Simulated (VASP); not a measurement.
Input of a VASP 6.6.1 run:

INCAR

```
PREC     = Accurate       # precision mode
ENCUT    = 520            # plane-wave cutoff, eV
EDIFF    = 1E-7           # SCF threshold, eV
ISMEAR   = 0              # smearing method
SIGMA    = 0.15           # smearing width, eV
LREAL    = False          # projectors in reciprocal space
LASPH    = True           # aspherical terms in the spheres
NELM     = 100            # most SCF steps
ALGO     = Fast           # electronic algorithm
ISIF     = 2              # what is computed and relaxed
LWAVE    = False          # write WAVECAR
LCHARG   = False          # write CHGCAR
GGA      = PE             # functional
NBANDS   = 22             # bands
```

File KPOINTS:

```
Automatic mesh
0
Gamma
  10 10 10
```

The input POSCAR:

```
Al
1.0
    3.2349246271     -3.2349246271     -3.2349246271
   -3.2349246271      3.2349246271     -3.2349246271
    3.2349246271      3.2349246271      3.2349246271
Al
8
Direct
    0.3176155342      0.3905693205     -0.2918151453
    0.5000000000      0.0000000000      0.0000000000
    0.0000000000      0.5000000000      0.0000000000
    0.0000000000      0.0000000000      0.0000000000
    0.5000000000      0.5000000000      0.5000000000
    0.5000000000      0.0000000000      0.5000000000
    0.0000000000      0.5000000000      0.5000000000
    0.0000000000      0.0000000000      0.5000000000
```

Potentials or basis: VASP PAW PBE potentials, release 64 (Al).

Command:

```sh
$ cat potpaw_PBE.64/Al/POTCAR > POTCAR
$ mpirun -np 1 vasp_std > vasp.out
```

(1) Predict the largest force.

(2) Estimate the pressure.

## Answers

(1) 12.934 eV/Å.

(2) 18.5 GPa.

Caveat: the cell differs from its parent crystal (atom 1 (Al) moved by -1.180 Å along [1 0 0] and -0.708 Å along [0 1 0]); the stress differs along the axes, from 11 to 34 GPa; forces of over 1 eV/Å act on the atoms, so gaps and moduli don't describe the material at rest.
